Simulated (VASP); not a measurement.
# CsBr (Pm-3m) in VASP: a series of runs

The runs below take CsBr through single point, with LDA, PBEsol, PBE.

All numbers are computed with VASP 6.6.1; they aren't measurements. Logs are shortened: lines on timing, memory, paths and dates and some standing lists are left out, and cuts for length are marked.

**1. The cell of the first run**

It takes space group Pm-3m (No. 221, cubic). The conventional cell has a = 4.141 Å, b = 4.141 Å, c = 4.141 Å, α = 90.00°, β = 90.00°, γ = 90.00°. Within 4.7 Å of Cs (site symmetry m-3m) lie 8 Br at 3.59 Å and 6 Cs at 4.14 Å. Br (site symmetry m-3m) has 8 Cs at 3.59 Å and 6 Br at 4.14 Å within 4.7 Å.

**2. Single point, LDA**

File INCAR:

```
SYSTEM = CsBr
  PREC = Accurate
  ENCUT = 500
  EDIFF = 1E-6
  ISMEAR = -1
  SIGMA = 0.02
  LREAL = .FALSE.
  LASPH = .TRUE.
  NELM = 120
  ALGO = Normal
  ISIF = 2
  LWAVE = .FALSE.
  LCHARG = .FALSE.
  NBANDS = 15
  GGA_COMPAT = .FALSE.
```

File KPOINTS:

```
regular mesh
0
G
  6 6 6
  0 0 0
```

File POSCAR:

```
CsBr
1.0
    4.1406268271      0.0000000000      0.0000000000
    0.0000000000      4.1406268271      0.0000000000
    0.0000000000      0.0000000000      4.1406268271
Cs Br
1 1
Direct
    0.0000000000      0.0000000000      0.0000000000
    0.5000000000      0.5000000000      0.5000000000
```

Potentials or basis: VASP PAW LDA potentials, release 64 (Cs_sv, Br).

Started as:

```sh
$ cat potpaw_LDA.64/Cs_sv/POTCAR potpaw_LDA.64/Br/POTCAR > POTCAR
$ mpirun -np 1 vasp_std > vasp.out
```

OUTCAR:

```text
SYSTEM = CsBr
   PREC = Accurate
   ENCUT = 500
   EDIFF = 1E-6
   ISMEAR = -1
   LREAL = .FALSE.
   LASPH = .TRUE.
   NELM = 120
   ISIF = 2

 ion  position               nearest neighbor table
   1  0.000  0.000  0.000-
   2  0.500  0.500  0.500-

  LATTYP: Found a simple cubic cell.
 ALAT       =     4.1406268271

  Lattice vectors:

 A1 = (   4.1406268271,   0.0000000000,   0.0000000000)
 A2 = (   0.0000000000,   4.1406268271,   0.0000000000)
 A3 = (   0.0000000000,   0.0000000000,   4.1406268271)

Analysis of symmetry for initial positions (statically):
=====================================================================
 Subroutine PRICEL returns:
 Original cell was already a primitive cell.

 Routine SETGRP: Setting up the symmetry group for a
 simple cubic supercell.

 Subroutine GETGRP returns: Found 48 space group operations
 (whereof 48 operations were pure point group operations)
 out of a pool of 48 trial point group operations.

The static configuration has the point symmetry O_h .

Analysis of symmetry for dynamics (positions and initial velocities):
=====================================================================
 Subroutine PRICEL returns:
 Original cell was already a primitive cell.

 Routine SETGRP: Setting up the symmetry group for a
 simple cubic supercell.

 Subroutine GETGRP returns: Found 48 space group operations
 (whereof 48 operations were pure point group operations)
 out of a pool of 48 trial point group operations.

The dynamic configuration has the point symmetry O_h .

 Subroutine INISYM returns: Found 48 space group operations
 (whereof 48 operations are pure point group operations),
 and found     1 'primitive' translations

----------------------------------------------------------------------------------------

                                     Primitive cell

  volume of cell :      70.9902

  direct lattice vectors                    reciprocal lattice vectors
     4.140626827  0.000000000  0.000000000     0.241509327  0.000000000  0.000000000
     0.000000000  4.140626827  0.000000000     0.000000000  0.241509327  0.000000000
     0.000000000  0.000000000  4.140626827     0.000000000  0.000000000  0.241509327

  length of vectors
     4.140626827  4.140626827  4.140626827     0.241509327  0.241509327  0.241509327

  position of ions in fractional coordinates (direct lattice)
     0.000000000  0.000000000  0.000000000
     0.500000000  0.500000000  0.500000000

  ion indices of the primitive-cell ions
   primitive index   ion index
                 1           1
                 2           2

----------------------------------------------------------------------------------------

 KPOINTS: regular mesh

Automatic generation of k-mesh.
 Grid dimensions read from file:
 generate k-points for:    6    6    6

 Generating k-lattice:

  Cartesian coordinates                     Fractional coordinates (reciprocal lattice)
     0.040251555  0.000000000  0.000000000     0.166666667  0.000000000  0.000000000
     0.000000000  0.040251555  0.000000000     0.000000000  0.166666667  0.000000000
     0.000000000  0.000000000  0.040251555     0.000000000  0.000000000  0.166666667

  Length of vectors
     0.040251555  0.040251555  0.040251555

  Shift w.r.t. Gamma in fractional coordinates (k-lattice)
     0.000000000  0.000000000  0.000000000

 Subroutine IBZKPT returns following result:
 ===========================================

 Found     20 irreducible k-points:

 Following reciprocal coordinates:
            Coordinates               Weight
  0.000000  0.000000  0.000000      1.000000
  0.166667  0.000000  0.000000      6.000000
  0.333333  0.000000  0.000000      6.000000
  0.500000  0.000000  0.000000      3.000000
  0.166667  0.166667  0.000000     12.000000
  0.333333  0.166667  0.000000     24.000000
[... 12 lines left out ...]
  0.500000  0.500000  0.333333      6.000000
  0.500000  0.500000  0.500000      1.000000
   k-points           NKPTS =     20   k-points in BZ     NKDIM =     20   number of bands    NBANDS=     15
   number of dos      NEDOS =    301   number of ions     NIONS =      2
   total plane-waves  NPLWV =  27000
   dimension x,y,z NGX =    30 NGY =   30 NGZ =   30
   dimension x,y,z NGXF=    60 NGYF=   60 NGZF=   60
   ions per type =               1   1
   NGX,Y,Z   is equivalent  to a cutoff of  12.04, 12.04, 12.04 a.u.
   NGXF,Y,Z  is equivalent  to a cutoff of  24.09, 24.09, 24.09 a.u.
 SYSTEM =  CsBr
   PREC   = accura    normal or accurate (medium, high low for compatibility)
   ISTART =      0    job   : 0-new  1-cont  2-samecut
   ICHARG =      2    charge: 1-file 2-atom 10-const
   ISPIN  =      1    spin polarized calculation?
   LNONCOLLINEAR =      F non collinear calculations
   LSORBIT =      F    spin-orbit coupling
   LASPH  =      T    aspherical Exc in radial PAW
   ENCUT  =  500.0 eV  36.75 Ry    6.06 a.u.   7.55  7.55  7.55*2*pi/ulx,y,z
   NELM   =    120;   NELMIN=  2; NELMDL= -5     # of ELM steps
   EDIFF  = 0.1E-05   stopping-criterion for ELM
   LREAL  =      F    real-space projection
   EDIFFG = 0.1E-04   stopping-criterion for IOM
   NSW    =      0    number of steps for IOM
   IBRION =     -1    ionic relax: 0-MD 1-quasi-New 2-CG
   NFREE  =      0    steps in history (QN), initial steepest desc. (CG)
   ISIF   =      2    stress and relaxation
   ISYM   =      2    0-nonsym 1-usesym 2-fastsym
   POTIM  = 0.5000    time-step for ionic-motion
   TEBEG  =    0.0;   TEEND  =   0.0 temperature during run
   PSTRESS=    0.0 pullay stress
   NELECT =      16.0000    total number of electrons
   NUPDOWN=      -1.0000    fix difference up-down
   EMIN   =  10.00;   EMAX   =-10.00  energy-range for DOS
   EFERMI =   0.00;   METHOD = LEGACY
   ISMEAR =    -1;   SIGMA  =   0.02  broadening in eV -4-tet -1-fermi 0-gaus
   EFERMI_NEDOS =   21; number of points for ismear=-14 and -15
   IALGO  =     38    algorithm
   IMIX   =      4    mixing-type and parameters
     AMIX     =   0.40;   BMIX     =  1.00
     AMIX_MAG =   1.60;   BMIX_MAG =  1.00
  volume/ion in A,a.u.               =      35.50       239.53
  Fermi-wavevector in a.u.,A,eV,Ry     =   0.996282  1.882699 13.504828  0.992577
  Thomas-Fermi vector in A             =   2.128359
   LORBIT       =      0    0 simple, 1 ext, 2 COOP (PROOUT), +10 PAW based schemes
   GGA     = CA    functional components
   LHFCALC =     F    Hartree Fock is set to
   AEXX    =    0.0000 exact exchange contribution
   IVDW    =     0    specifies the selected vdW correction
   LEPSILON=     F    determine dielectric tensor
   LRPA    =     F    only Hartree local field effects (RPA)
 non-spin polarized calculation
  energy-cutoff  :      500.00
  volume of cell :       70.99
 maximum number of plane-waves:      1856
   NGX = 15   NGY = 15   NGZ = 15

 number of electron      16.0000002 magnetization

 Free energy of the ion-electron system (eV)
  ---------------------------------------------------
  ext. energy  EPLUGINS =         0.00000000
  ---------------------------------------------------
  free energy    TOTEN  =        -6.79316400 eV

  energy without entropy =       -6.79316400  energy(sigma->0) =       -6.79316400

 E-fermi :   0.6583     XC(G=0):  -8.8542

 val. band max:        0.2073589423   @ k =   0.0000   0.0000   0.0000
 cond. band min:       4.7077986961   @ k =   0.0000   0.0000   0.0000
 fundamental gap:      4.5004397538
 Fermi energy:         0.6582768751

 k-point     1 :       0.0000    0.0000    0.0000
  band No.  band energies     occupation
      1     -19.4407      2.00000
      2     -12.3583      2.00000
      3      -5.9788      2.00000
      4      -5.9788      2.00000
      5      -5.9788      2.00000
      6       0.2074      2.00000
      7       0.2074      2.00000
      8       0.2074      2.00000
      9       4.7078      0.00000
     10       4.7078      0.00000
     11       4.7635      0.00000
     12       9.5356      0.00000
     13       9.5356      0.00000
     14       9.5356      0.00000
     15      12.5365      0.00000

 k-point     2 :       0.1667    0.0000    0.0000
  band No.  band energies     occupation
      1     -19.4189      2.00000
      2     -12.3710      2.00000
      3      -6.1161      2.00000
      4      -5.9383      2.00000
      5      -5.9383      2.00000
      6      -0.3214      2.00000
      7       0.1263      2.00000
      8       0.1263      2.00000
      9       4.9061      0.00000
     10       5.4306      0.00000
     11       5.5345      0.00000
     12       9.3668      0.00000
     13       9.3668      0.00000
     14       9.7016      0.00000
     15      10.9261      0.00000

 k-point     3 :       0.3333    0.0000    0.0000
  band No.  band energies     occupation
      1     -19.3744      2.00000
      2     -12.4003      2.00000
      3      -6.3522      2.00000
      4      -5.8542      2.00000
      5      -5.8542      2.00000
      6      -1.1242      2.00000
      7      -0.0422      2.00000
      8      -0.0422      2.00000
      9       5.4397      0.00000
     10       6.9622      0.00000
     11       7.1573      0.00000
     12       9.1092      0.00000
     13       9.2724      0.00000
     14       9.2724      0.00000
     15      10.1214      0.00000
[... 271 lines left out ...]
 k-point    19 :       0.5000    0.5000    0.3333
  band No.  band energies     occupation
      1     -19.2292      2.00000
      2     -12.1547      2.00000
      3      -6.6013      2.00000
      4      -6.6013      2.00000
      5      -6.3371      2.00000
      6      -1.1151      2.00000
      7      -1.1151      2.00000
      8      -1.0395      2.00000
      9       7.9820      0.00000
     10       7.9921      0.00000
     11       8.2064      0.00000
     12       8.2064      0.00000
     13      10.4859      0.00000
     14      10.4859      0.00000
     15      12.1696      0.00000

 k-point    20 :       0.5000    0.5000    0.5000
  band No.  band energies     occupation
      1     -19.2123      2.00000
      2     -12.1260      2.00000
      3      -6.5217      2.00000
      4      -6.5217      2.00000
      5      -6.5217      2.00000
      6      -1.3385      2.00000
      7      -1.3385      2.00000
      8      -1.3385      2.00000
      9       8.8719      0.00000
     10       8.8719      0.00000
     11       8.8719      0.00000
     12       9.6468      0.00000
     13       9.6468      0.00000
     14       9.6468      0.00000
     15      12.2374      0.00000

------------------------ aborting loop because EDIFF is reached ----------------------------------------

  FORCE on cell =-STRESS in cart. coord.  units (eV):
  Direction    XX          YY          ZZ          XY          YZ          ZX
  --------------------------------------------------------------------------------------
  -------------------------------------------------------------------------------------
  Total        0.0413537      0.0413537      0.0413537      0.0000000      0.0000000      0.0000000
  in kB        0.9333123      0.9333123      0.9333123      0.0000000      0.0000000      0.0000000
  external PRESSURE =       0.9333123 kB  Pullay stress =       0.0000000 kB

 VOLUME and BASIS-vectors are now :
 -----------------------------------------------------------------------------
  energy-cutoff  :      500.00
  volume of cell :       70.99
      direct lattice vectors                 reciprocal lattice vectors
     4.140626827  0.000000000  0.000000000     0.241509327  0.000000000  0.000000000
     0.000000000  4.140626827  0.000000000     0.000000000  0.241509327  0.000000000
     0.000000000  0.000000000  4.140626827     0.000000000  0.000000000  0.241509327

 POSITION                                       TOTAL-FORCE (eV/Angst)
 -----------------------------------------------------------------------------------
      0.00000      0.00000      0.00000         0.000000      0.000000      0.000000
      2.07031      2.07031      2.07031         0.000000      0.000000      0.000000
 -----------------------------------------------------------------------------------
    total drift:                                0.000000      0.000000     -0.000000

  FREE ENERGIE OF THE ION-ELECTRON SYSTEM (eV)
  ---------------------------------------------------
  free  energy   TOTEN  =        -6.7931639968 eV

  energy  without entropy=       -6.7931639968  energy(sigma->0) =       -6.79316400
```

Wall time 6.5 s (1 thread of Intel Xeon 6975P-C (Granite Rapids), shared host); peak memory 0.15 GiB.

What came out:

* Free energy: -6.7932 eV
* Pressure: 0.1 GPa
* Band gap on the k mesh: 4.50 eV

Caveat: spin-orbit coupling is left out, which moves the levels of the heavy elements.

(Continued in part 2 of 2.)
